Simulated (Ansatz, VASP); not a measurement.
This is a calculation of WS2 for VASP 6.6.1.

INCAR

```
PREC = Accurate ; ENCUT = 520
EDIFF = 1E-6 ; ISMEAR = -1
SIGMA = 0.03 ; LREAL = False
LASPH = True ; NELM = 100
ALGO = Normal ; ISIF = 2
LWAVE = False ; LCHARG = False
GGA = PS ; NBANDS = 20
```

Contents of KPOINTS:

```
regular mesh
0
Gamma
  6 6 2
```

POSCAR

```
WS2
1.0
    3.1835163552      0.0000000000      0.0000000000
   -1.5917581776      2.7570060369      0.0000000000
    0.0000000000      0.0000000000     16.9505778900
W S
1 2
Direct
    0.0000000000      0.0000000000      0.0000000000
    0.3333333333      0.6666666667      0.0920005100
    0.3333333333      0.6666666667      0.9079994900
```

Potentials or basis: VASP PAW PBE potentials, release 64 (W_sv, S).

The run is started by

```console
$ cat potpaw_PBE.64/W_sv/POTCAR potpaw_PBE.64/S/POTCAR > POTCAR
$ mpirun -np 1 vasp_std > vasp.out
```

Q: Translate it to Ansatz 0.2.0. Potentials there: all-electron LAPW, scalar-relativistic.

A: As run (the cutoff follows the program's own potentials):

File input.yaml:

```yaml
crystal:
  lattice:
    - [3.1835163552, 0.0, 0.0]
    - [-1.5917581776, 2.7570060369, 0.0]
    - [0.0, 0.0, 16.95057789]
  atoms:
    - { symbol: W, position: [0.0, 0.0, 0.0] }
    - { symbol: S, position: [0.3333333333, 0.6666666667, 0.09200051] }
    - { symbol: S, position: [0.3333333333, 0.6666666667, 0.90799949] }
kpoints:
  mp_grid: { grid: [6, 6, 2] }
scf:
  occupations: { method: fermi_dirac, width: 0.03 }
hamiltonian:
  xc: pbesol
  pseudopotentials: { kind: all_electron, lapw: { basis_error: 0.002 } }
output:
  forces: true
  stress: true
  eigenvalues: true
```

Potentials or basis: all-electron LAPW, scalar-relativistic.

The run is started by

```console
$ ansatz run input.yaml --threads 2 --pin off --max-ram 8192MiB --backend cpu --events-out ev --progress --plain --runs-dir out
```

Both were run:

|  | VASP | Ansatz | Ansatz less VASP |
| --- | --- | --- | --- |
| gap on the k mesh at the Fermi level (eV) | 1.79 | 1.78 | -0.008 |
| least direct gap on the mesh (eV) | 1.79 | 1.78 | -0.004 |
| rms of the force components (eV/Å) | 0.047 | 0.056 | +0.0092 |

VASP's potentials were made for PBE, not for PBEsol. Atom by atom the forces differ by 0.009 eV/Å (rms over components). Ansatz ran all-electron here, and VASP with PAW potentials.

Spin-orbit coupling is off throughout.
